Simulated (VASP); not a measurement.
# NiO (Fm-3m) in VASP: notebook

NiO is run at these levels: LDA+U; tasks: single point.

All numbers are computed with VASP 6.6.1; they aren't measurements. Logs are shortened: lines on timing, memory, paths and dates and some standing lists are left out, and cuts for length are marked.

### Step 1. The cell of the first run

Symmetry: Fm-3m, No. 225, cubic system. Conventional cell: a = 4.183 Å, b = 4.183 Å, c = 4.183 Å, α = 90.00°, β = 90.00°, γ = 90.00°. Within 2.8 Å of Ni (site symmetry m-3m) lie 6 O at 2.09 Å. O (site symmetry m-3m) has 6 Ni at 2.09 Å within 2.8 Å.

### Step 2. Single point, LDA+U

Contents of INCAR:

```
ALGO = Normal ; EDIFF = 1E-7
ENCUT = 520 ; GGA = CA
ISIF = 2 ; ISMEAR = 0
LASPH = T ; LCHARG = F
LDAU = T ; LDAUJ = 0 0
LDAUL = 2 -1 ; LDAUPRINT = 1
LDAUTYPE = 2 ; LDAUU = 4 0
LMAXMIX = 4 ; LREAL = F
LWAVE = F ; NBANDS = 24
NELM = 150 ; PREC = Accurate
SIGMA = 0.05
```

Contents of KPOINTS:

```
k-points
0
Gamma
  8 8 8
```

Contents of POSCAR:

```
NiO
1.0
    0.0000000000      2.0913095100      2.0913095100
    2.0913095100      0.0000000000      2.0913095100
    4.1826190200      4.1826190200      0.0000000000
Ni O
2 2
Direct
    0.0000000000      0.0000000000      0.0000000000
    0.0000000000      0.0000000000      0.5000000000
    0.5000000000      0.5000000000      0.2500000000
    0.5000000000      0.5000000000      0.7500000000
```

Potentials or basis: VASP PAW LDA potentials, release 64 (Ni, O).

On the command line:

```bash
$ cat potpaw_LDA.64/Ni/POTCAR potpaw_LDA.64/O/POTCAR > POTCAR
$ mpirun -np 1 vasp_std > vasp.out
```

OUTCAR:

```text
EDIFF = 1E-7
   ENCUT = 520
   GGA = CA
   ISIF = 2
   ISMEAR = 0
   LASPH = T
   LREAL = F
   NELM = 150
   PREC = Accurate

 ion  position               nearest neighbor table
   1  0.000  0.000  0.000-   4 2.09   3 2.09   4 2.09   3 2.09   4 2.09   3 2.09   2 2.96   2 2.96
                             2 2.96   2 2.96   2 2.96   2 2.96
   2  0.000  0.000  0.500-   3 2.09   3 2.09   4 2.09   3 2.09   4 2.09   4 2.09   1 2.96   1 2.96
                             1 2.96   1 2.96   1 2.96   1 2.96
   3  0.500  0.500  0.250-   1 2.09   1 2.09   2 2.09   1 2.09   2 2.09   2 2.09
   4  0.500  0.500  0.750-   2 2.09   1 2.09   2 2.09   1 2.09   2 2.09   1 2.09

  LATTYP: Found a trigonal (rhomboedric) cell.
 ALAT       =     5.1226411937
 COS(alpha) =     0.8333333333

  Lattice vectors:

 A1 = (   4.1826190200,   2.0913095100,  -2.0913095100)
 A2 = (   2.0913095100,   2.0913095100,  -4.1826190200)
 A3 = (   2.0913095100,   4.1826190200,  -2.0913095100)

Analysis of symmetry for initial positions (statically):
=====================================================================
 Subroutine PRICEL returns following result:

  LATTYP: Found a face centered cubic cell.
 ALAT       =     4.1826190200

  Lattice vectors:

 A1 = (   0.0000000000,   2.0913095100,   2.0913095100)
 A2 = (   2.0913095100,   0.0000000000,   2.0913095100)
 A3 = (   2.0913095100,   2.0913095100,   0.0000000000)

   2 primitive cells build up your supercell.

 Routine SETGRP: Setting up the symmetry group for a
 trigonal (rhombohedral) supercell.

 Subroutine GETGRP returns: Found 12 space group operations
 (whereof 12 operations were pure point group operations)
 out of a pool of 12 trial point group operations.

The static configuration has the point symmetry D_3d.

Analysis of symmetry for dynamics (positions and initial velocities):
=====================================================================
 Subroutine PRICEL returns following result:

  LATTYP: Found a face centered cubic cell.
 ALAT       =     4.1826190200

[... 190 lines left out ...]

atom =   2  type =  1  l = 2

 onsite density matrix

spin component  1

  0.9678  0.0000 -0.0001  0.0000 -0.0000
  0.0000  0.9678 -0.0000 -0.0000  0.0001
 -0.0001 -0.0000  0.6728 -0.0000 -0.0000
  0.0000 -0.0000 -0.0000  0.9678 -0.0001
 -0.0000  0.0001 -0.0000 -0.0001  0.6728

spin component  2

  0.9678  0.0000 -0.0001  0.0000 -0.0000
  0.0000  0.9678 -0.0000 -0.0000  0.0001
 -0.0001 -0.0000  0.6728 -0.0000 -0.0000
  0.0000 -0.0000 -0.0000  0.9678 -0.0001
 -0.0000  0.0001 -0.0000 -0.0001  0.6728

 occupancies and eigenvectors

  o =  0.6728  v =  0.0003  0.0002  0.9999  0.0002  0.0117  0.0000  0.0000  0.0000  0.0000  0.0000      0.0000  0.0000  0.0000  0.0000  0.0000  0.0000  0.0000  0.0000  0.0000  0.0000
  o =  0.6728  v =  0.0000  0.0000  0.0000  0.0000  0.0000  0.0003  0.0002  0.9999  0.0002  0.0117      0.0000  0.0000  0.0000  0.0000  0.0000  0.0000  0.0000  0.0000  0.0000  0.0000
  o =  0.6728  v = -0.0000 -0.0003 -0.0117  0.0003  0.9999  0.0000  0.0000  0.0000  0.0000  0.0000      0.0000  0.0000  0.0000  0.0000  0.0000  0.0000  0.0000  0.0000  0.0000  0.0000
  o =  0.6728  v =  0.0000  0.0000  0.0000  0.0000  0.0000 -0.0000 -0.0003 -0.0117  0.0003  0.9999      0.0000  0.0000  0.0000  0.0000  0.0000  0.0000  0.0000  0.0000  0.0000  0.0000
  o =  0.9678  v =  0.0000  0.0000  0.0000  0.0000  0.0000  0.5774 -0.5774  0.0000 -0.5774 -0.0000      0.0000  0.0000  0.0000  0.0000  0.0000  0.0000  0.0000  0.0000  0.0000  0.0000
  o =  0.9678  v =  0.5774 -0.5774  0.0000 -0.5774 -0.0000  0.0000  0.0000  0.0000  0.0000  0.0000      0.0000  0.0000  0.0000  0.0000  0.0000  0.0000  0.0000  0.0000  0.0000  0.0000
  o =  0.9678  v =  0.0000  0.0000  0.0000  0.0000  0.0000 -0.5236 -0.8044  0.0003  0.2808 -0.0003      0.0000  0.0000  0.0000  0.0000  0.0000  0.0000  0.0000  0.0000  0.0000  0.0000
  o =  0.9678  v = -0.5236 -0.8044  0.0003  0.2808 -0.0003  0.0000  0.0000  0.0000  0.0000  0.0000      0.0000  0.0000  0.0000  0.0000  0.0000  0.0000  0.0000  0.0000  0.0000  0.0000
  o =  0.9678  v =  0.6265 -0.1402 -0.0003  0.7667 -0.0003  0.0000  0.0000  0.0000  0.0000  0.0000      0.0000  0.0000  0.0000  0.0000  0.0000  0.0000  0.0000  0.0000  0.0000  0.0000
  o =  0.9678  v =  0.0000  0.0000  0.0000  0.0000  0.0000  0.6265 -0.1402 -0.0003  0.7667 -0.0003      0.0000  0.0000  0.0000  0.0000  0.0000  0.0000  0.0000  0.0000  0.0000  0.0000

 number of electron      32.0000011 magnetization

 Free energy of the ion-electron system (eV)
  ---------------------------------------------------
  ext. energy  EPLUGINS =         0.00000000
  ---------------------------------------------------
  free energy    TOTEN  =       -22.03912159 eV

  energy without entropy =      -22.03116197  energy(sigma->0) =      -22.03514178

 E-fermi :   7.0929     XC(G=0): -13.1238

 val. band max:        7.0832645468   @ k =  -0.1250  -0.1250   0.2500
 cond. band min:       7.0947001912   @ k =  -0.1250   0.3750   0.1250
 fundamental gap:      0.0114356444
 Fermi energy:         7.0928714518

 k-point     1 :       0.0000    0.0000    0.0000
  band No.  band energies     occupation
      1     -12.7873      2.00000
      2     -11.4003      2.00000
      3      -1.0013      2.00000
      4       1.6764      2.00000
      5       1.6764      2.00000
      6       4.1372      2.00000
[... 637 lines left out ...]
     23      18.8517      0.00000
     24      21.1002      0.00000

 [... further k-points ...]
[... 5 lines left out ...]
  --------------------------------------------------------------------------------------
  -------------------------------------------------------------------------------------
  Total       -6.0944001     -6.0944001     -6.0944001     -0.0024606      0.0024606      0.0024606
  in kB     -266.8865057   -266.8865057   -266.8865057     -0.1077545      0.1077545      0.1077545
  external PRESSURE =    -266.8865057 kB  Pullay stress =       0.0000000 kB

 VOLUME and BASIS-vectors are now :
 -----------------------------------------------------------------------------
  energy-cutoff  :      520.00
  volume of cell :       36.59
      direct lattice vectors                 reciprocal lattice vectors
     0.000000000  2.091309510  2.091309510    -0.239084649  0.239084649  0.239084649
     2.091309510  0.000000000  2.091309510     0.239084649 -0.239084649  0.239084649
     4.182619020  4.182619020  0.000000000     0.119542324  0.119542324 -0.119542324

 POSITION                                       TOTAL-FORCE (eV/Angst)
 -----------------------------------------------------------------------------------
      0.00000      0.00000      0.00000         0.000000      0.000000      0.000000
      2.09131      2.09131      0.00000        -0.000000      0.000000     -0.000000
      2.09131      2.09131      2.09131        -0.000000     -0.000000      0.000000
      4.18262      4.18262      2.09131         0.000000      0.000000     -0.000000
 -----------------------------------------------------------------------------------
    total drift:                                0.000000     -0.000000     -0.000000

  FREE ENERGIE OF THE ION-ELECTRON SYSTEM (eV)
  ---------------------------------------------------
  free  energy   TOTEN  =       -22.0391215908 eV

  energy  without entropy=      -22.0311619666  energy(sigma->0) =      -22.03514178
```

OSZICAR:

```text
N       E                     dE             d eps       ncg     rms          rms(c)
DAV:   1     0.239065987688E+03    0.23907E+03   -0.15355E+04  3240   0.177E+03
DAV:   2    -0.230067862465E+01   -0.24137E+03   -0.21971E+03  3416   0.355E+02
DAV:   3    -0.240029416724E+02   -0.21702E+02   -0.20869E+02  3600   0.124E+02
DAV:   4    -0.243827517732E+02   -0.37981E+00   -0.37910E+00  3544   0.168E+01
DAV:   5    -0.243920362292E+02   -0.92845E-02   -0.92842E-02  3688   0.251E+00    0.178E+01
DAV:   6    -0.242566589593E+02    0.13538E+00   -0.16083E+01  4064   0.802E+01    0.184E+01
DAV:   7    -0.219161138178E+02    0.23405E+01   -0.60465E+00  3280   0.689E+01    0.683E+00
DAV:   8    -0.220301301243E+02   -0.11402E+00   -0.10131E+00  3872   0.145E+01    0.186E+00
DAV:   9    -0.220392418209E+02   -0.91117E-02   -0.10893E-01  3376   0.299E+00    0.329E-01
DAV:  10    -0.220389229542E+02    0.31887E-03   -0.88322E-03  3640   0.159E+00    0.110E-01
DAV:  11    -0.220391308854E+02   -0.20793E-03   -0.56169E-04  4088   0.503E-01    0.377E-02
DAV:  12    -0.220391209849E+02    0.99005E-05   -0.12569E-04  3664   0.215E-01    0.110E-02
DAV:  13    -0.220391217172E+02   -0.73232E-06   -0.25808E-05  3424   0.554E-02    0.752E-03
DAV:  14    -0.220391216826E+02    0.34695E-07   -0.10776E-06  3864   0.827E-03    0.317E-03
DAV:  15    -0.220391215820E+02    0.10052E-06   -0.16980E-07  2576   0.110E-02    0.672E-04
DAV:  16    -0.220391215908E+02   -0.87434E-08   -0.80012E-08  1728   0.203E-03
   1 F= -.22039122E+02 E0= -.22035142E+02  d E =-.795962E-02
```

stdout:

```text
POSCAR found type information on POSCAR NiO
 POSCAR found :  2 types and       4 ions
 scaLAPACK will be used
 LDA part: xc-table for (Slater(with rela. corr.)+CA(PZ))
 , standard interpolation
 POSCAR, INCAR and KPOINTS ok, starting setup
 FFT: planning ... GRIDC
 FFT: planning ... GRID_SOFT
 FFT: planning ... GRID
 WAVECAR not read
 entering main loop
```

Wall time 42 s (1 thread of AMD EPYC 9R14 (Zen 4), shared host); peak memory 0.15 GiB.

What came out:

| Property | Result |
| --- | --- |
| Free energy | -22.0391 eV |
| Pressure | -26.7 GPa |
| Band gap on the k mesh | zero (band 16 reaches 7.25 eV, above the bottom of band 17 at 6.77 eV) |

Eigenvalues of the final occupation matrices:
```csv
site,spin,trace,eigenvalues
site 1 d,1,4.25,0.67 0.67 0.97 0.97 0.97
site 1 d,2,4.25,0.67 0.67 0.97 0.97 0.97
site 2 d,1,4.25,0.67 0.67 0.97 0.97 0.97
site 2 d,2,4.25,0.67 0.67 0.97 0.97 0.97
```

Caveat: the run has no spin polarisation, though such a crystal can be magnetic; U without spin polarisation on a metal has little footing. Spin polarisation is off, so any magnetic state and its effect on volume and gap are missing.

### Step 3. Single point, LDA+U

Contents of INCAR:

```
ALGO = Normal ; EDIFF = 1E-6
ENCUT = 600 ; GGA = CA
GGA_COMPAT = F ; ISIF = 2
ISMEAR = 0 ; LASPH = T
LCHARG = F ; LDAU = T
LDAUJ = 0 0 ; LDAUL = 2 -1
LDAUPRINT = 1 ; LDAUTYPE = 2
LDAUU = 4 0 ; LMAXMIX = 4
LREAL = F ; LWAVE = F
NBANDS = 32 ; NELM = 200
PREC = Accurate ; SIGMA = 0.05
```

KPOINTS is that of step 2.

POSCAR is that of step 2.

Potentials or basis: VASP PAW LDA potentials, release 64 (Ni_sv_GW, O).

On the command line:

```bash
$ cat potpaw_LDA.64/Ni_sv_GW/POTCAR potpaw_LDA.64/O/POTCAR > POTCAR
$ mpirun -np 1 vasp_std > vasp.out
```

Run time: 66 s. Hardware: 1 thread of Intel Xeon Platinum 8488C (Sapphire Rapids), shared host; peak memory 0.22 GiB.

It converged, with:

- Free energy: -22.4874 eV
- Pressure: -23.6 GPa
- Band gap on the k mesh: zero (band 24 reaches 6.59 eV, above the bottom of band 25 at 6.11 eV)

Levels at points of the mesh, in eV from the Fermi level:
```tsv
k point	band 21	band 22	band 23	band 24	band 25	band 26	band 27	band 28
(0.00, 0.00, 0.00)	-2.03	-1.61	-1.61	-1.59	1.26	1.26	1.69	5.62
(0.50, 0.00, 0.00)	-1.85	-1.59	-1.21	-0.65	1.26	1.26	5.62	6.33
(0.00, 0.00, 0.50)	-2.14	-2.14	0.14	0.14	0.14	0.14	4.31	4.31
(0.50, 0.00, 0.50)	-1.71	-1.71	0.07	0.07	0.07	0.07	7.52	7.52
```

Eigenvalues of the final occupation matrices:
```
    site  spin  trace               eigenvalues
site 1 d     1   3.97  0.61 0.61 0.92 0.92 0.92
site 1 d     2   3.97  0.61 0.61 0.92 0.92 0.92
site 2 d     1   3.97  0.61 0.61 0.92 0.92 0.92
site 2 d     2   3.97  0.61 0.61 0.92 0.92 0.92
```

Caveat: the run has no spin polarisation, though such a crystal can be magnetic; U without spin polarisation on a metal has little footing.
